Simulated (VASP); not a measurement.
# La (Fm-3m) in VASP: settings compared

The runs below take La through single point, with pbe exchange, lda correlation.

Program: VASP 6.6.1. These are calculated values, not measurements. Logs are shortened: lines on timing, memory, paths and dates and some standing lists are left out, and cuts for length are marked.

### 1 The cell of the first run

It takes space group Fm-3m (No. 225, cubic). The conventional cell has a = 5.291 Å, b = 5.291 Å, c = 5.291 Å, α = 90.00°, β = 90.00°, γ = 90.00°. Within 4.9 Å of La (site symmetry m-3m) lie 12 La at 3.74 Å.

This isn't the form of La at room conditions, which is double hcp.

### 2 Single point, pbe exchange, lda correlation, collinear spin (37.03 Å³/atom)

File INCAR:

```
PREC     = Accurate       # precision mode
ENCUT    = 500            # plane-wave cutoff, eV
EDIFF    = 1E-6           # SCF threshold, eV
ISMEAR   = 1              # smearing method
SIGMA    = 0.025          # smearing width, eV
LREAL    = False          # projectors in reciprocal space
LASPH    = True           # aspherical terms in the spheres
NELM     = 200            # most SCF steps
ALGO     = Normal         # electronic algorithm
ISIF     = 2              # what is computed and relaxed
LWAVE    = False          # write WAVECAR
LCHARG   = False          # write CHGCAR
ISPIN    = 2              # spin polarisation
MAGMOM   = 1              # initial moments
LORBIT   = 11             # projections on sites
NUPDOWN  = 1.0            # fixed moment
LMAXMIX  = 6              # l up to which the mixer works
GGA      = LIBXC          # functional
LIBXC1   = GGA_X_PBE    
LIBXC2   = LDA_C_PW     
NBANDS   = 16             # bands
GGA_COMPAT= False
```

File KPOINTS:

```
regular mesh
0
Gamma
  9 9 9
```

File POSCAR:

```
La
1.0
    0.0000000000      2.6455000000      2.6455000000
    2.6455000000      0.0000000000      2.6455000000
    2.6455000000      2.6455000000      0.0000000000
La
1
Direct
    0.0000000000      0.0000000000      0.0000000000
```

Potentials or basis: VASP PAW PBE potentials, release 64 (La).

Started as:

```console
$ cat potpaw_PBE.64/La/POTCAR > POTCAR
$ mpirun -np 1 vasp_std > vasp.out
```

OUTCAR:

```text
PREC = Accurate
   ENCUT = 500
   EDIFF = 1E-6
   ISMEAR = 1
   LREAL = False
   LASPH = True
   NELM = 200
   ISIF = 2
   ISPIN = 2
   LORBIT = 11
   NUPDOWN = 1.0
   GGA = LIBXC

 ion  position               nearest neighbor table
   1  0.000  0.000  0.000-

  LATTYP: Found a face centered cubic cell.
 ALAT       =     5.2910000000

  Lattice vectors:

 A1 = (   0.0000000000,   2.6455000000,   2.6455000000)
 A2 = (   2.6455000000,   0.0000000000,   2.6455000000)
 A3 = (   2.6455000000,   2.6455000000,   0.0000000000)

Analysis of symmetry for initial positions (statically):
=====================================================================
 Subroutine PRICEL returns:
 Original cell was already a primitive cell.

 Routine SETGRP: Setting up the symmetry group for a
 face centered cubic supercell.

 Subroutine GETGRP returns: Found 48 space group operations
 (whereof 48 operations were pure point group operations)
 out of a pool of 48 trial point group operations.

The static configuration has the point symmetry O_h .

Analysis of symmetry for dynamics (positions and initial velocities):
=====================================================================
 Subroutine PRICEL returns:
 Original cell was already a primitive cell.

 Routine SETGRP: Setting up the symmetry group for a
 face centered cubic supercell.

 Subroutine GETGRP returns: Found 48 space group operations
 (whereof 48 operations were pure point group operations)
 out of a pool of 48 trial point group operations.

The dynamic configuration has the point symmetry O_h .

Analysis of structural, dynamic, and magnetic symmetry:
=====================================================================
 Subroutine PRICEL returns:
 Original cell was already a primitive cell.

 Routine SETGRP: Setting up the symmetry group for a
 face centered cubic supercell.

 Subroutine GETGRP returns: Found 48 space group operations
 (whereof 48 operations were pure point group operations)
 out of a pool of 48 trial point group operations.

The overall configuration has the point symmetry O_h .

 Subroutine INISYM returns: Found 48 space group operations
 (whereof 48 operations are pure point group operations),
 and found     1 'primitive' translations

----------------------------------------------------------------------------------------

                                     Primitive cell

  volume of cell :      37.0300

  direct lattice vectors                    reciprocal lattice vectors
     0.000000000  2.645500000  2.645500000    -0.189000189  0.189000189  0.189000189
     2.645500000  0.000000000  2.645500000     0.189000189 -0.189000189  0.189000189
     2.645500000  2.645500000  0.000000000     0.189000189  0.189000189 -0.189000189

  length of vectors
     3.741301979  3.741301979  3.741301979     0.327357930  0.327357930  0.327357930

  position of ions in fractional coordinates (direct lattice)
     0.000000000  0.000000000  0.000000000

  ion indices of the primitive-cell ions
   primitive index   ion index
                 1           1

----------------------------------------------------------------------------------------

 KPOINTS: regular mesh

Automatic generation of k-mesh.
 Grid dimensions read from file:
 generate k-points for:    9    9    9

 Generating k-lattice:

  Cartesian coordinates                     Fractional coordinates (reciprocal lattice)
    -0.021000021  0.021000021  0.021000021     0.111111111  0.000000000  0.000000000
     0.021000021 -0.021000021  0.021000021     0.000000000  0.111111111  0.000000000
     0.021000021  0.021000021 -0.021000021     0.000000000  0.000000000  0.111111111

  Length of vectors
     0.036373103  0.036373103  0.036373103

  Shift w.r.t. Gamma in fractional coordinates (k-lattice)
     0.000000000  0.000000000  0.000000000

 Subroutine IBZKPT returns following result:
 ===========================================

 Found     35 irreducible k-points:

 Following reciprocal coordinates:
            Coordinates               Weight
  0.000000  0.000000  0.000000      1.000000
  0.111111  0.000000  0.000000      8.000000
  0.222222  0.000000  0.000000      8.000000
  0.333333  0.000000  0.000000      8.000000
  0.444444  0.000000  0.000000      8.000000
  0.111111  0.111111  0.000000      6.000000
[... 16 lines left out ...]
 -0.333333  0.333333  0.000000     12.000000
  0.444444  0.444444  0.000000      6.000000
 [... further k-points ...]
   k-points           NKPTS =     35   k-points in BZ     NKDIM =     35   number of bands    NBANDS=     16
   number of dos      NEDOS =    301   number of ions     NIONS =      1
   total plane-waves  NPLWV =  21952
   dimension x,y,z NGX =    28 NGY =   28 NGZ =   28
   dimension x,y,z NGXF=    56 NGYF=   56 NGZF=   56
   ions per type =               1
   NGX,Y,Z   is equivalent  to a cutoff of  12.44, 12.44, 12.44 a.u.
   NGXF,Y,Z  is equivalent  to a cutoff of  24.88, 24.88, 24.88 a.u.
 SYSTEM =  unknown system
   PREC   = accura    normal or accurate (medium, high low for compatibility)
   ISTART =      0    job   : 0-new  1-cont  2-samecut
   ICHARG =      2    charge: 1-file 2-atom 10-const
   ISPIN  =      2    spin polarized calculation?
   LNONCOLLINEAR =      F non collinear calculations
   LSORBIT =      F    spin-orbit coupling
   LASPH  =      T    aspherical Exc in radial PAW
   ENCUT  =  500.0 eV  36.75 Ry    6.06 a.u.   6.82  6.82  6.82*2*pi/ulx,y,z
   NELM   =    200;   NELMIN=  2; NELMDL= -5     # of ELM steps
   EDIFF  = 0.1E-05   stopping-criterion for ELM
   LREAL  =      F    real-space projection
   EDIFFG = 0.1E-04   stopping-criterion for IOM
   NSW    =      0    number of steps for IOM
   IBRION =     -1    ionic relax: 0-MD 1-quasi-New 2-CG
   NFREE  =      0    steps in history (QN), initial steepest desc. (CG)
   ISIF   =      2    stress and relaxation
   ISYM   =      2    0-nonsym 1-usesym 2-fastsym
   POTIM  = 0.5000    time-step for ionic-motion
   TEBEG  =    0.0;   TEEND  =   0.0 temperature during run
   PSTRESS=    0.0 pullay stress
   NELECT =      11.0000    total number of electrons
   NUPDOWN=       1.0000    fix difference up-down
   EMIN   =  10.00;   EMAX   =-10.00  energy-range for DOS
   EFERMI =   0.00;   METHOD = LEGACY
   ISMEAR =     1;   SIGMA  =   0.03  broadening in eV -4-tet -1-fermi 0-gaus
   EFERMI_NEDOS =   21; number of points for ismear=-14 and -15
   IALGO  =     38    algorithm
   IMIX   =      4    mixing-type and parameters
     AMIX     =   0.40;   BMIX     =  1.00
     AMIX_MAG =   1.60;   BMIX_MAG =  1.00
  volume/ion in A,a.u.               =      37.03       249.89
  Fermi-wavevector in a.u.,A,eV,Ry     =   1.092332  2.064208 16.234322  1.193189
  Thomas-Fermi vector in A             =   2.228595
   LORBIT       =     11    0 simple, 1 ext, 2 COOP (PROOUT), +10 PAW based schemes
   GGA     = LIBXC    functional components
   LHFCALC =     F    Hartree Fock is set to
   AEXX    =    0.0000 exact exchange contribution
   IVDW    =     0    specifies the selected vdW correction
   LEPSILON=     F    determine dielectric tensor
   LRPA    =     F    only Hartree local field effects (RPA)
 spin polarized calculation
 Methfessel and Paxton  Order N= 1 SIGMA  =   0.03
  energy-cutoff  :      500.00
  volume of cell :       37.03
 maximum number of plane-waves:       955
   NGX = 13   NGY = 13   NGZ = 13

 number of electron      10.9999999 magnetization       1.0000000

 Free energy of the ion-electron system (eV)
  ---------------------------------------------------
  ext. energy  EPLUGINS =         0.00000000
  ---------------------------------------------------
  free energy    TOTEN  =        -3.64402993 eV

  energy without entropy =       -3.64382877  energy(sigma->0) =       -3.64396288

 E-fermi :   7.6484     XC(G=0):  -9.3641

 val. band max:        8.3262946992   @ k =  -0.4444   0.1111   0.0000
 cond. band min:       7.7598212892   @ k =   0.4444   0.3333   0.1111
 fundamental gap:     -0.5664734100
 Fermi energy:         8.3300338112

 spin component 1

 k-point     1 :       0.0000    0.0000    0.0000
  band No.  band energies     occupation
      1     -25.1203      1.00000
      2      -8.1106      1.00000
      3      -8.1106      1.00000
      4      -8.1106      1.00000
      5       4.6208      1.00000
      6       9.0500      0.00000
[... 8 lines left out ...]
     15      10.2276      0.00000
     16      11.6817      0.00000
[... 419 lines left out ...]
 k-point    24 :       0.4444    0.4444    0.0000
  band No.  band energies     occupation
      1     -24.8669      1.00000
      2      -9.3701      1.00000
      3      -8.5893      1.00000
      4      -8.5893      1.00000
      5       5.9180      1.00000
      6       6.3740      1.00000
[... 8 lines left out ...]
     15      13.5683      0.00000
     16      13.7922      0.00000

 [... further k-points ...]

 spin component 2

 k-point     1 :       0.0000    0.0000    0.0000
  band No.  band energies     occupation
      1     -24.9275      1.00000
      2      -7.8340      1.00000
      3      -7.8340      1.00000
      4      -7.8340      1.00000
      5       5.3192      1.00000
      6       9.3181      0.00000
[... 8 lines left out ...]
     15      10.2412      0.00000
     16      12.0254      0.00000
[... 419 lines left out ...]
 k-point    24 :       0.4444    0.4444    0.0000
  band No.  band energies     occupation
      1     -24.6860      1.00000
      2      -9.0346      1.00000
      3      -8.2949      1.00000
      4      -8.2949      1.00000
      5       6.4396      1.00000
      6       7.0863      1.00000
[... 8 lines left out ...]
     15      13.8414      0.00000
     16      14.2120      0.00000

 [... further k-points ...]

------------------------ aborting loop because EDIFF is reached ----------------------------------------

  FORCE on cell =-STRESS in cart. coord.  units (eV):
  Direction    XX          YY          ZZ          XY          YZ          ZX
  --------------------------------------------------------------------------------------
  -------------------------------------------------------------------------------------
  Total        0.9732996      0.9732996      0.9732996      0.0000000      0.0000000      0.0000000
  in kB       42.1118028     42.1118028     42.1118028      0.0000000      0.0000000      0.0000000
  external PRESSURE =      42.1118028 kB  Pullay stress =       0.0000000 kB

 VOLUME and BASIS-vectors are now :
 -----------------------------------------------------------------------------
  energy-cutoff  :      500.00
  volume of cell :       37.03
      direct lattice vectors                 reciprocal lattice vectors
     0.000000000  2.645500000  2.645500000    -0.189000189  0.189000189  0.189000189
     2.645500000  0.000000000  2.645500000     0.189000189 -0.189000189  0.189000189
     2.645500000  2.645500000  0.000000000     0.189000189  0.189000189 -0.189000189

 POSITION                                       TOTAL-FORCE (eV/Angst)
 -----------------------------------------------------------------------------------
      0.00000      0.00000      0.00000         0.000000     -0.000000      0.000000
 -----------------------------------------------------------------------------------
    total drift:                                0.000000      0.000000      0.000000

  FREE ENERGIE OF THE ION-ELECTRON SYSTEM (eV)
  ---------------------------------------------------
  free  energy   TOTEN  =        -3.6440299350 eV

  energy  without entropy=       -3.6438287707  energy(sigma->0) =       -3.64396288

 total charge

# of ion       s       p       d       f       tot
--------------------------------------------------
    1        2.044   5.572   0.903   0.127   8.647

 magnetization (x)

# of ion       s       p       d       f       tot
--------------------------------------------------
    1        0.008   0.025   0.336   0.085   0.454
```

Wall time 24 s (1 thread of Intel Xeon 6975P-C (Granite Rapids), shared host); peak memory 0.2 GiB.

Results:

| Quantity | Value |
| --- | --- |
| Free energy | -3.6440 eV |
| Pressure | 4.2 GPa |
| Net moment | 1.00 μB per cell |
| Site moments | La +0.45 μB |
| Valence electrons inside the program's atomic spheres | La 8.65 |

Caveat: the cell stands under pressure; the PAW data sets were made with another functional, which shifts forces and pressure a little; spin-orbit coupling is left out, which moves the levels of the heavy elements; the total moment is fixed, so each spin has its own Fermi level.

### 3 Single point, pbe exchange, lda correlation, collinear spin (37.77 Å³/atom)

This run uses another cell than the first one, of 37.77 Å³/atom.

File INCAR:

```
PREC = Accurate
ENCUT = 500
EDIFF = 1E-6
ISMEAR = 1
SIGMA = 0.025
LREAL = F
LASPH = T
NELM = 200
ALGO = Normal
ISIF = 2
LWAVE = F
LCHARG = F
ISPIN = 2
MAGMOM = 1
LORBIT = 11
NUPDOWN = 1.0
LMAXMIX = 6
GGA = LIBXC
LIBXC1 = GGA_X_PBE
LIBXC2 = LDA_C_PW
NBANDS = 16
GGA_COMPAT = F
```

KPOINTS is that of step 2.

File POSCAR:

```
La
1.0
    0.0000000000      2.6630203781      2.6630203781
    2.6630203781      0.0000000000      2.6630203781
    2.6630203781      2.6630203781      0.0000000000
La
1
Direct
    0.0000000000      0.0000000000      0.0000000000
```

Potentials or basis: VASP PAW PBE potentials, release 64 (La).

Started as:

```console
$ cat potpaw_PBE.64/La/POTCAR > POTCAR
$ mpirun -np 1 vasp_std > vasp.out
```

OUTCAR:

```text
PREC = Accurate
   ENCUT = 500
   EDIFF = 1E-6
   ISMEAR = 1
   LREAL = F
   LASPH = T
   NELM = 200
   ISIF = 2
   ISPIN = 2
   LORBIT = 11
   NUPDOWN = 1.0
   GGA = LIBXC

 ion  position               nearest neighbor table
   1  0.000  0.000  0.000-

  LATTYP: Found a face centered cubic cell.
 ALAT       =     5.3260407562

  Lattice vectors:

 A1 = (   0.0000000000,   2.6630203781,   2.6630203781)
 A2 = (   2.6630203781,   0.0000000000,   2.6630203781)
 A3 = (   2.6630203781,   2.6630203781,   0.0000000000)
[... 1119 lines left out ...]
  -------------------------------------------------------------------------------------
  Total        0.8323869      0.8323869      0.8323869     -0.0000000      0.0000000      0.0000000
  in kB       35.3087488     35.3087488     35.3087488     -0.0000000      0.0000000      0.0000000
  external PRESSURE =      35.3087488 kB  Pullay stress =       0.0000000 kB

 VOLUME and BASIS-vectors are now :
 -----------------------------------------------------------------------------
  energy-cutoff  :      500.00
  volume of cell :       37.77
      direct lattice vectors                 reciprocal lattice vectors
     0.000000000  2.663020378  2.663020378    -0.187756731  0.187756731  0.187756731
     2.663020378  0.000000000  2.663020378     0.187756731 -0.187756731  0.187756731
     2.663020378  2.663020378  0.000000000     0.187756731  0.187756731 -0.187756731

 POSITION                                       TOTAL-FORCE (eV/Angst)
 -----------------------------------------------------------------------------------
      0.00000      0.00000      0.00000         0.000000      0.000000      0.000000
 -----------------------------------------------------------------------------------
    total drift:                                0.000000      0.000000      0.000000

  FREE ENERGIE OF THE ION-ELECTRON SYSTEM (eV)
  ---------------------------------------------------
  free  energy   TOTEN  =        -3.6618853246 eV

  energy  without entropy=       -3.6615249415  energy(sigma->0) =       -3.66176520

 total charge

# of ion       s       p       d       f       tot
--------------------------------------------------
    1        2.044   5.574   0.889   0.124   8.631

 magnetization (x)

# of ion       s       p       d       f       tot
--------------------------------------------------
    1        0.007   0.024   0.333   0.084   0.448
```

stdout:

```text
POSCAR found type information on POSCAR La
 POSCAR found :  1 types and       1 ions
 scaLAPACK will be used
 -----------------------------------------------------------------------------
|                                                                             |
|                                                                             |
|     You enforced a specific xc type in the INCAR file but a different       |
|     I HOPE YOU KNOW WHAT YOU ARE DOING!                                     |
|                                                                             |
 -----------------------------------------------------------------------------

 LDA part: xc-table for (None,None), standard interpolation
 POSCAR, INCAR and KPOINTS ok, starting setup
 FFT: planning ... GRIDC
 FFT: planning ... GRID_SOFT
 FFT: planning ... GRID
 WAVECAR not read
 entering main loop
```

Run time: 23 s. Hardware: 1 thread of Intel Xeon 6975P-C (Granite Rapids), shared host; peak memory 0.2 GiB.

Results:

| Property | Result |
| --- | --- |
| Free energy | -3.6619 eV |
| Pressure | 3.5 GPa |
| Net moment | 1.00 μB per cell |
| Site moments | La +0.45 μB |
| Valence electrons inside the program's atomic spheres | La 8.63 |

Caveat: the cell stands under pressure; the PAW data sets were made with another functional, which shifts forces and pressure a little; spin-orbit coupling is left out, which moves the levels of the heavy elements; the total moment is fixed, so each spin has its own Fermi level.

(Continued in part 2 of 2.)
